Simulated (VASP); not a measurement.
# B33N32 (a cell with a defect) in VASP: relaxation of the atoms with PBEsol

Aim: the relaxation of the atoms of B33N32 (a cell with a defect) with PBEsol.

All numbers are computed with VASP 6.6.1; they aren't measurements. Logs are shortened: lines on timing, memory, paths and dates and some standing lists are left out, and cuts for length are marked.

## 1. The cell of the first run

The cell holds a defect, 65 atoms: a = 7.212 Å, b = 7.212 Å, c = 7.212 Å, α = 90.00°, β = 90.00°, γ = 90.00°.

## 2. Relaxation of the atoms, PBEsol

Contents of INCAR:

```
SYSTEM = B33N32
ALGO     = Normal         ! electronic algorithm
EDIFF    = 1E-6           ! SCF threshold, eV
EDIFFG   = -0.03          ! ionic threshold
ENCUT    = 520            ! plane-wave cutoff, eV
GGA      = PS             ! functional
IBRION   = 2              ! ionic algorithm
ISIF     = 2              ! what is computed and relaxed
ISMEAR   = -1             ! smearing method
ISYM     = 0            
LASPH    = .TRUE.         ! aspherical terms in the spheres
LCHARG   = .FALSE.        ! write CHGCAR
LREAL    = Auto         
LWAVE    = .FALSE.        ! write WAVECAR
NCORE    = 4            
NELECT   = 258.0        
NELM     = 60             ! most SCF steps
NSW      = 100            ! ionic steps
PREC     = Accurate       ! precision mode
SIGMA    = 0.05           ! smearing width, eV
```

Contents of KPOINTS:

```
Automatic mesh
0
Gamma
  1 1 1
  0.25 0.25 0.25
```

Contents of POSCAR:

```
B33N32
1.0
    7.2115910000      0.0000000000      0.0000000000
    0.0000000000      7.2115910000      0.0000000000
    0.0000000000      0.0000000000      7.2115910000
B N
33 32
Direct
    0.0011530000      0.9997150000      0.9959300000
    0.0028730000      0.0020140000      0.4937990000
    0.0012700000      0.5026420000      0.0028630000
    0.0004900000      0.4997070000      0.5016910000
    0.5008700000      0.0012820000      0.0001440000
    0.5040050000      0.0049520000      0.4961930000
    0.5027700000      0.4933040000      0.9998870000
    0.5034430000      0.4959340000      0.5037240000
    0.2510850000      0.2504040000      0.0013770000
    0.2484430000      0.2541160000      0.5014650000
    0.2547220000      0.7527740000      0.9953270000
    0.2493760000      0.7500060000      0.4982700000
    0.7493970000      0.2561410000      0.9957200000
    0.7537710000      0.2520490000      0.4987110000
    0.7498630000      0.7529670000      0.0010770000
    0.7516130000      0.7494310000      0.5022040000
    0.2487400000      0.0015530000      0.2527070000
    0.2488180000      0.0016730000      0.7529720000
    0.2469000000      0.5046810000      0.2522430000
    0.2513550000      0.5031470000      0.7531330000
    0.7552600000      0.0004640000      0.2481890000
    0.7513970000      0.0034040000      0.7498410000
    0.7517040000      0.5005910000      0.2509080000
    0.7536480000      0.5051680000      0.7484920000
    0.9984550000      0.2485540000      0.2500330000
    0.0013570000      0.2494230000      0.7474940000
    0.9960110000      0.7514660000      0.2447120000
    0.9970460000      0.7545150000      0.7488350000
    0.5006410000      0.2511290000      0.2517920000
    0.4962910000      0.2488950000      0.7521260000
    0.4969020000      0.7492470000      0.2556910000
    0.4998470000      0.7493230000      0.7508530000
    0.3735200000      0.3724350000      0.3723760000
    0.1275450000      0.1245220000      0.1243570000
    0.1271120000      0.1263560000      0.6256330000
    0.1230280000      0.6201270000      0.1268990000
    0.1189200000      0.6253900000      0.6285580000
    0.6212820000      0.1185030000      0.1251690000
    0.6228890000      0.1270950000      0.6235670000
    0.6238120000      0.6247390000      0.1224380000
    0.6286760000      0.6249350000      0.6237830000
    0.3820050000      0.3685130000      0.1254550000
    0.3751830000      0.3756510000      0.6225410000
    0.3708210000      0.8750750000      0.1261010000
    0.3763960000      0.8771000000      0.6276460000
    0.8741100000      0.3728460000      0.1285860000
    0.8766970000      0.3783230000      0.6241860000
    0.8694370000      0.8711090000      0.1252000000
    0.8774840000      0.8740090000      0.6258200000
    0.3744820000      0.1253020000      0.3716870000
    0.3793260000      0.1289970000      0.8820610000
    0.3751750000      0.6280130000      0.3753840000
    0.3712940000      0.6264070000      0.8723410000
    0.8768030000      0.1223800000      0.3719500000
    0.8807850000      0.1273900000      0.8747960000
    0.8765720000      0.6223850000      0.3751130000
    0.8734970000      0.6265780000      0.8734730000
    0.1272530000      0.3753000000      0.3750480000
    0.1240030000      0.3712860000      0.8684990000
    0.1248660000      0.8749050000      0.3769740000
    0.1293760000      0.8719880000      0.8691440000
    0.6262470000      0.3728140000      0.3755080000
    0.6236280000      0.3762500000      0.8732430000
    0.6252660000      0.8759070000      0.3737270000
    0.6199260000      0.8717690000      0.8772400000
```

Potentials or basis: VASP PAW PBE potentials, release 64 (B, N).

The run is started by

```bash
$ cat potpaw_PBE.64/B/POTCAR potpaw_PBE.64/N/POTCAR > POTCAR
$ mpirun -np 4 vasp_std > vasp.out
```

OUTCAR:

```text
SYSTEM = B33N32
   EDIFF = 1E-6
   EDIFFG = -0.03
   ENCUT = 520
   GGA = PS
   IBRION = 2
   ISIF = 2
   ISMEAR = -1
   ISYM = 0
   LASPH = .TRUE.
   LREAL = Auto
   NELECT = 258.0
   NELM = 60
   NSW = 100
   PREC = Accurate

 ion  position               nearest neighbor table
   1  0.001  1.000  0.996-  55 1.54  34 1.58  61 1.59  48 1.62
   2  0.003  0.002  0.494-  60 1.52  54 1.53  35 1.58  49 1.61
   3  0.001  0.503  0.003-  36 1.51  57 1.59  46 1.59  59 1.62
   4  0.000  0.500  0.502-  47 1.53  37 1.55  56 1.55  58 1.57
   5  0.501  0.001  0.000-  38 1.51  51 1.53  65 1.55  44 1.59
   6  0.504  0.005  0.496-  39 1.53  64 1.55  50 1.56  45 1.61
   7  0.503  0.493  1.000-  63 1.52  42 1.55  40 1.56  53 1.63
   8  0.503  0.496  0.504-  43 1.53  62 1.56  41 1.56  33 1.60  52 1.62
   9  0.251  0.250  0.001-  51 1.54  34 1.55  42 1.55  59 1.59
  10  0.248  0.254  0.501-  58 1.54  43 1.54  33 1.55  35 1.55  50 1.60
  11  0.255  0.753  0.995-  53 1.52  44 1.54  61 1.54  36 1.65
  12  0.249  0.750  0.498-  52 1.54  60 1.54  45 1.60  37 1.60
  13  0.749  0.256  0.996-  63 1.53  46 1.56  55 1.59  38 1.65
  14  0.754  0.252  0.499-  62 1.55  47 1.56  54 1.58  39 1.59
  15  0.750  0.753  0.001-  48 1.51  65 1.55  40 1.56  57 1.57
  16  0.752  0.749  0.502-  41 1.54  49 1.56  56 1.58  64 1.59
  17  0.249  0.002  0.253-  50 1.53  34 1.55  60 1.56  44 1.56
  18  0.249  0.002  0.753-  61 1.52  35 1.56  45 1.57  51 1.61
  19  0.247  0.505  0.252-  36 1.52  58 1.55  52 1.56  33 1.58  42 1.66
  20  0.251  0.503  0.753-  53 1.51  59 1.56  37 1.58  43 1.59
  21  0.755  0.000  0.248-  48 1.53  54 1.53  38 1.56  64 1.58
  22  0.751  0.003  0.750-  55 1.58  39 1.58  49 1.58  65 1.63
  23  0.752  0.501  0.251-  56 1.54  46 1.55  62 1.57  40 1.58
  24  0.754  0.505  0.748-  57 1.53  41 1.54  47 1.56  63 1.60
  25  0.998  0.249  0.250-  54 1.54  46 1.54  34 1.58  58 1.58
  26  0.001  0.249  0.747-  59 1.52  55 1.54  35 1.54  47 1.57
  27  0.996  0.751  0.245-  48 1.52  36 1.57  56 1.58  60 1.60
  28  0.997  0.755  0.749-  49 1.51  61 1.54  37 1.55  57 1.57
  29  0.501  0.251  0.252-  42 1.51  33 1.54  62 1.54  50 1.55  38 1.58
  30  0.496  0.249  0.752-  51 1.53  63 1.57  39 1.57  43 1.57
  31  0.497  0.749  0.256-  52 1.51  64 1.55  44 1.59  40 1.60
  32  0.500  0.749  0.751-  65 1.54  53 1.55  45 1.56  41 1.58
  33  0.374  0.372  0.372-  29 1.54  10 1.55  19 1.58   8 1.60  58 1.78  42 1.78  50 1.78  43 1.80
                            62 1.82  52 1.84
  34  0.128  0.125  0.124-   9 1.55  17 1.55  25 1.58   1 1.58
  35  0.127  0.126  0.626-  26 1.54  10 1.55  18 1.56   2 1.58
  36  0.123  0.620  0.127-   3 1.51  19 1.52  27 1.57  11 1.65
  37  0.119  0.625  0.629-   4 1.55  28 1.55  20 1.58  12 1.60
  38  0.621  0.119  0.125-   5 1.51  21 1.56  29 1.58  13 1.65
  39  0.623  0.127  0.624-   6 1.53  30 1.57  22 1.58  14 1.59
  40  0.624  0.625  0.122-   7 1.56  15 1.56  23 1.58  31 1.60
  41  0.629  0.625  0.624-  16 1.54  24 1.54   8 1.56  32 1.58
  42  0.382  0.369  0.125-  29 1.51   7 1.55   9 1.55  19 1.66  33 1.78
  43  0.375  0.376  0.623-   8 1.53  10 1.54  30 1.57  20 1.59  33 1.80
  44  0.371  0.875  0.126-  11 1.54  17 1.56  31 1.59   5 1.59
  45  0.376  0.877  0.628-  32 1.56  18 1.57  12 1.60   6 1.61
  46  0.874  0.373  0.129-  25 1.54  23 1.55  13 1.56   3 1.59
  47  0.877  0.378  0.624-   4 1.53  24 1.56  14 1.56  26 1.57
  48  0.869  0.871  0.125-  15 1.51  27 1.52  21 1.53   1 1.62
  49  0.877  0.874  0.626-  28 1.51  16 1.56  22 1.58   2 1.61
  50  0.374  0.125  0.372-  17 1.53  29 1.55   6 1.56  10 1.60  33 1.78
  51  0.379  0.129  0.882-  30 1.53   5 1.53   9 1.54  18 1.61
  52  0.375  0.628  0.375-  31 1.51  12 1.54  19 1.56   8 1.62  33 1.84
  53  0.371  0.626  0.872-  20 1.51  11 1.52  32 1.55   7 1.63
  54  0.877  0.122  0.372-  21 1.53   2 1.53  25 1.54  14 1.58
  55  0.881  0.127  0.875-   1 1.54  26 1.54  22 1.58  13 1.59
  56  0.877  0.622  0.375-  23 1.54   4 1.55  16 1.58  27 1.58
  57  0.873  0.627  0.873-  24 1.53  28 1.57  15 1.57   3 1.59
  58  0.127  0.375  0.375-  10 1.54  19 1.55   4 1.57  25 1.58  33 1.78
  59  0.124  0.371  0.868-  26 1.52  20 1.56   9 1.59   3 1.62
  60  0.125  0.875  0.377-   2 1.52  12 1.54  17 1.56  27 1.60
  61  0.129  0.872  0.869-  18 1.52  28 1.54  11 1.54   1 1.59
  62  0.626  0.373  0.376-  29 1.54  14 1.55   8 1.56  23 1.57  33 1.82
  63  0.624  0.376  0.873-   7 1.52  13 1.53  30 1.57  24 1.60
  64  0.625  0.876  0.374-   6 1.55  31 1.55  21 1.58  16 1.59
  65  0.620  0.872  0.877-  32 1.54   5 1.55  15 1.55  22 1.63

[... 198 lines left out ...]
   LSORBIT =      F    spin-orbit coupling
   LASPH  =      T    aspherical Exc in radial PAW
   ENCUT  =  520.0 eV  38.22 Ry    6.18 a.u.  13.41 13.41 13.41*2*pi/ulx,y,z
   NELM   =     60;   NELMIN=  2; NELMDL= -5     # of ELM steps
   EDIFF  = 0.1E-05   stopping-criterion for ELM
   LREAL  =      T    real-space projection
   EDIFFG = -.3E-01   stopping-criterion for IOM
   NSW    =    100    number of steps for IOM
   IBRION =      2    ionic relax: 0-MD 1-quasi-New 2-CG
   NFREE  =      1    steps in history (QN), initial steepest desc. (CG)
   ISIF   =      2    stress and relaxation
   ISYM   =      0    0-nonsym 1-usesym 2-fastsym
   POTIM  = 0.5000    time-step for ionic-motion
   TEBEG  =    0.0;   TEEND  =   0.0 temperature during run
   PSTRESS=    0.0 pullay stress
   NELECT =     258.0000    total number of electrons
   NUPDOWN=      -1.0000    fix difference up-down
   EMIN   =  10.00;   EMAX   =-10.00  energy-range for DOS
   EFERMI =   0.00;   METHOD = LEGACY
   ISMEAR =    -1;   SIGMA  =   0.05  broadening in eV -4-tet -1-fermi 0-gaus
   EFERMI_NEDOS =   21; number of points for ismear=-14 and -15
   IALGO  =     38    algorithm
   IMIX   =      4    mixing-type and parameters
     AMIX     =   0.40;   BMIX     =  1.00
     AMIX_MAG =   1.60;   BMIX_MAG =  1.00
  volume/ion in A,a.u.               =       5.77        38.94
  Fermi-wavevector in a.u.,A,eV,Ry     =   1.445163  2.730963 28.415733  2.088497
  Thomas-Fermi vector in A             =   2.563376
   LORBIT       =      0    0 simple, 1 ext, 2 COOP (PROOUT), +10 PAW based schemes
   GGA     = PS    functional components
   LHFCALC =     F    Hartree Fock is set to
   AEXX    =    0.0000 exact exchange contribution
   IVDW    =     0    specifies the selected vdW correction
   LEPSILON=     F    determine dielectric tensor
   LRPA    =     F    only Hartree local field effects (RPA)
 conjugate gradient relaxation of ions
 non-spin polarized calculation
  energy-cutoff  :      520.00
  volume of cell :      375.05
 maximum number of plane-waves:     10107
 NGX is ok and might be reduce to    54
   NGX = 27   NGY = 27   NGZ = 27

--------------------------------------- Ionic step        1  -------------------------------------------

 number of electron     258.0000020 magnetization

 Free energy of the ion-electron system (eV)
  ---------------------------------------------------
  ext. energy  EPLUGINS =         0.00000000
  ---------------------------------------------------
  free energy    TOTEN  =      -586.47896738 eV

  energy without entropy =     -586.47891196  energy(sigma->0) =     -586.47893967

------------------------ aborting loop because EDIFF is reached ----------------------------------------

  FORCE on cell =-STRESS in cart. coord.  units (eV):
  Direction    XX          YY          ZZ          XY          YZ          ZX
  --------------------------------------------------------------------------------------
  -------------------------------------------------------------------------------------
  Total       15.6801846     14.7042256     15.3421807     -0.2254138     -0.1797124     -0.2836464
  in kB       66.9836006     62.8144374     65.5396942     -0.9629371     -0.7677069     -1.2116987
  external PRESSURE =      65.1125774 kB  Pullay stress =       0.0000000 kB
[... 278 lines left out ...]
  FREE ENERGIE OF THE ION-ELECTRON SYSTEM (eV)
  ---------------------------------------------------
  free  energy   TOTEN  =      -589.1648557915 eV

  energy  without entropy=     -589.1648444891  energy(sigma->0) =     -589.16485014

[... ionic steps 4 to 27 ...]

--------------------------------------- Ionic step       28  -------------------------------------------

 number of electron     258.0000007 magnetization

------------------------ aborting loop because EDIFF is reached ----------------------------------------
[... 193 lines left out ...]
--------------------------------------- Ionic step       30  -------------------------------------------

 number of electron     258.0000007 magnetization

 Free energy of the ion-electron system (eV)
  ---------------------------------------------------
  ext. energy  EPLUGINS =         0.00000000
  ---------------------------------------------------
  free energy    TOTEN  =      -592.84059342 eV

  energy without entropy =     -592.84059342  energy(sigma->0) =     -592.84059342

 E-fermi :  10.2995     XC(G=0): -13.1006

 val. band max:        9.1366725719   @ k =   0.2500   0.2500   0.2500
 cond. band min:      12.6789188163   @ k =   0.2500   0.2500   0.2500
 fundamental gap:      3.5422462444
 Fermi energy:        10.2994838384

 k-point     1 :       0.2500    0.2500    0.2500
  band No.  band energies     occupation
      1     -12.9232      2.00000
      2     -11.7984      2.00000
      3     -11.5947      2.00000
      4     -11.5915      2.00000
      5     -10.6071      2.00000
      6     -10.5980      2.00000
[... 565 lines left out ...]
    140      15.3700      0.00000
    141      15.5951      0.00000
 [bands above 141 left out]

------------------------ aborting loop because EDIFF is reached ----------------------------------------

  FORCE on cell =-STRESS in cart. coord.  units (eV):
  Direction    XX          YY          ZZ          XY          YZ          ZX
  --------------------------------------------------------------------------------------
  -------------------------------------------------------------------------------------
  Total       10.6130546     10.5728632     10.6162589      3.4848837      3.5019746      3.6514067
  in kB       45.3375154     45.1658232     45.3512040     14.8869459     14.9599557     15.5983094
  external PRESSURE =      45.2848475 kB  Pullay stress =       0.0000000 kB
[... 80 lines left out ...]
  FREE ENERGIE OF THE ION-ELECTRON SYSTEM (eV)
  ---------------------------------------------------
  free  energy   TOTEN  =      -592.8405934192 eV

  energy  without entropy=     -592.8405934192  energy(sigma->0) =     -592.84059342

 reached required accuracy - stopping structural energy minimisation
```

It took 46 min on 4 MPI ranks of Oxide Virtual Turin-like, shared host; peak memory 0.21 GiB.

Results:

| Item | Value |
| --- | --- |
| Free energy | -592.8406 eV |
| Energy gained by relaxing | 97.9 meV/atom |
| Ionic steps | 30 |
| Largest force after relaxing | 0.016 eV/Å |

Forces in eV/Å, atoms in the order of the input:
```
B   -0.005 -0.002 -0.002
B   -0.004 -0.001  0.002
B   -0.005  0.000 -0.004
B   -0.004  0.009  0.004
B    0.002 -0.003 -0.006
B   -0.002  0.000 -0.006
B    0.007  0.006  0.002
B    0.007  0.012  0.008
B    0.003  0.003  0.001
B   -0.010  0.005 -0.008
B    0.004  0.005  0.002
B   -0.001 -0.008  0.001
B    0.007 -0.001  0.000
B   -0.007  0.002 -0.003
B    0.002 -0.006  0.000
B   -0.001 -0.003 -0.002
B    0.010 -0.001  0.005
B   -0.005  0.000  0.003
B    0.001 -0.002 -0.002
B    0.006  0.005  0.000
B    0.002  0.000  0.000
B   -0.003  0.000  0.002
B   -0.001  0.005  0.000
B    0.000 -0.001  0.009
B   -0.003  0.007  0.005
B   -0.001 -0.001  0.011
B   -0.001  0.003  0.003
B   -0.003 -0.008  0.004
B   -0.002  0.005 -0.014
B    0.004  0.007 -0.003
B    0.008 -0.005 -0.001
B    0.002 -0.004  0.008
B   -0.006 -0.008 -0.002
N    0.004 -0.004  0.004
N   -0.006 -0.006  0.007
N    0.000  0.006  0.001
N    0.001 -0.002  0.002
N    0.007 -0.004 -0.009
N   -0.003 -0.005 -0.003
N    0.001  0.002 -0.001
N   -0.004  0.003 -0.001
N    0.009 -0.003 -0.005
N   -0.008 -0.005 -0.006
N   -0.002 -0.002 -0.005
N    0.002  0.004  0.003
N    0.001 -0.005  0.003
N   -0.003 -0.001  0.000
N    0.001 -0.003 -0.001
N   -0.002  0.000 -0.003
N   -0.004  0.005 -0.001
N    0.001  0.002 -0.005
N    0.005  0.002  0.004
N   -0.005  0.000 -0.004
N   -0.003  0.000  0.001
N   -0.001 -0.001 -0.003
N    0.002  0.002  0.001
N   -0.001  0.001 -0.003
N    0.000 -0.006  0.013
N    0.008 -0.002 -0.003
N    0.001  0.001  0.002
N    0.003 -0.001  0.000
N   -0.001 -0.001 -0.003
N   -0.005 -0.004 -0.004
N    0.001  0.004  0.007
N   -0.002  0.000 -0.005
```

Step by step:
| step | energy change (eV) | largest force (eV/Å) | pressure (GPa) |
| --- | --- | --- | --- |
| 1 | 0.0000 | 6.3803 | 6.51 |
| 2 | 1.4110 | 12.3618 | 8.13 |
| 3 | -2.6859 | 2.1518 | 4.85 |
| 4 | -3.0521 | 1.8309 | 4.91 |
| 5 | -3.1849 | 1.4083 | 4.77 |
| 6 | -3.5301 | 2.3566 | 4.71 |
| 7 | -3.5632 | 2.5647 | 4.74 |
| 8 | -3.7332 | 2.7913 | 4.66 |
| 9 | -4.1229 | 2.9033 | 4.59 |
| 10 | -3.4330 | 4.6732 | 5.74 |
| 11 | -4.1757 | 2.8099 | 4.66 |
| 12 | -4.6228 | 2.6208 | 4.46 |
| 13 | -5.0428 | 2.5624 | 4.47 |
| 14 | -5.4717 | 1.7631 | 4.23 |
| 15 | -5.8628 | 1.6185 | 4.16 |
| 16 | -6.0877 | 0.8376 | 4.08 |
| 17 | -6.1607 | 0.7668 | 4.09 |
| 18 | -6.2453 | 0.5417 | 4.13 |
| 19 | -6.2690 | 0.5864 | 4.20 |
| 20 | -6.3136 | 0.2647 | 4.26 |
| 21 | -6.3251 | 0.3139 | 4.32 |
| 22 | -6.3492 | 0.1990 | 4.40 |
| 23 | -6.3505 | 0.2139 | 4.42 |
| 24 | -6.3586 | 0.1535 | 4.48 |
| 25 | -6.3587 | 0.1507 | 4.49 |
| 26 | -6.3606 | 0.0674 | 4.51 |
| 27 | -6.3606 | 0.0603 | 4.51 |
| 28 | -6.3613 | 0.0304 | 4.52 |
| 29 | -6.3614 | 0.0348 | 4.53 |
| 30 | -6.3616 | 0.0162 | 4.53 |

Final structure:
```
B N
1.0
     7.21159    0.00000    0.00000
     0.00000    7.21159    0.00000
     0.00000    0.00000    7.21159
B N
33 32
Direct
  0.99992 0.99991 0.99938
  0.99960 0.99953 0.50123
  0.99949 0.50179 0.99898
  0.00009 0.50562 0.50510
  0.50176 0.99953 0.99910
  0.50579 0.99994 0.50526
  0.50564 0.50562 0.99954
  0.45868 0.45861 0.45817
  0.24733 0.24739 0.99483
  0.24726 0.24683 0.53173
  0.25255 0.75398 0.99796
  0.25207 0.75561 0.50309
  0.75397 0.25258 0.99802
  0.75572 0.25203 0.50318
  0.75187 0.75192 0.00033
  0.74894 0.74888 0.50612
  0.24733 0.99533 0.24685
  0.25264 0.99850 0.75349
  0.24681 0.53215 0.24636
  0.25205 0.50360 0.75510
  0.75401 0.99849 0.25208
  0.75197 0.00082 0.75143
  0.75559 0.50358 0.25156
  0.74894 0.50664 0.74834
  0.99536 0.24738 0.24679
  0.99855 0.25257 0.75342
  0.99848 0.75398 0.25201
  0.00087 0.75194 0.75136
  0.53221 0.24679 0.24673
  0.50369 0.25201 0.75519
  0.50356 0.75558 0.25156
  0.50666 0.74888 0.74836
  0.32047 0.32048 0.31996
  0.12423 0.12426 0.12370
  0.12250 0.12242 0.63065
  0.12234 0.63123 0.12181
  0.12848 0.62706 0.62652
  0.63118 0.12241 0.12198
  0.62714 0.12843 0.62662
  0.62703 0.62703 0.12797
  0.63214 0.63209 0.63158
  0.37169 0.37189 0.12108
  0.37282 0.37269 0.63745
  0.37676 0.87689 0.12450
  0.37732 0.87818 0.62640
  0.87686 0.37680 0.12444
  0.87830 0.37728 0.62640
  0.87617 0.87621 0.12620
  0.87764 0.87760 0.62629
  0.37188 0.12150 0.37136
  0.37680 0.12497 0.87644
  0.37263 0.63781 0.37215
  0.37730 0.62690 0.87772
  0.87696 0.12498 0.37627
  0.87622 0.12673 0.87569
  0.87823 0.62689 0.37675
  0.87758 0.62684 0.87706
  0.12158 0.37193 0.37112
  0.12494 0.37679 0.87637
  0.12498 0.87687 0.37624
  0.12674 0.87620 0.87565
  0.63793 0.37265 0.37229
  0.62696 0.37729 0.87775
  0.62694 0.87817 0.37677
  0.62681 0.87759 0.87712
```

Caveat: the cell carries a net charge on a neutralising background, which shifts energy and pressure; the cell is charged against a uniform background, so pressure and absolute levels hang on convention; the PAW data sets were made with another functional, which shifts forces and pressure a little.
